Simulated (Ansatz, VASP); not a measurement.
**One calculation of AlBP2, two programs**

```
CELL_PARAMETERS angstrom
3.56763 0.00000 0.00000
0.00000 3.56763 0.00000
0.00000 0.00000 5.34186
ATOMIC_POSITIONS crystal
B 0.00000 0.00000 0.00000
P 0.00000 0.50000 0.20779
P 0.50000 0.00000 0.79221
Al 0.50000 0.50000 0.50000
```

Alike in both runs: task single point; functional PBE; k mesh 6 × 6 × 4; no spin polarisation.

|  | VASP | Ansatz |
| --- | --- | --- |
| version | VASP 6.6.1 | Ansatz 0.2.0 |
| potentials or method | VASP PAW PBE potentials, release 64 (B, P, Al) | plane waves, PAW |
| plane-wave cutoff (eV) | 520 | 420 |
| occupations | gaussian, width 0.01 eV | fixed |
| valence electrons in the cell | 16 | 16 |

Ansatz gave:

| Item | Value |
| --- | --- |
| gap on the k mesh at the Fermi level (eV) | 0.89 |
| pressure (GPa) | -5.7 |
| rms of the force components (eV/Å) | 0.046 |

Question: Estimate VASP's values.

Answer: gap on the k mesh at the Fermi level (eV): 0.89; pressure (GPa): -5.9; rms of the force components (eV/Å): 0.046.
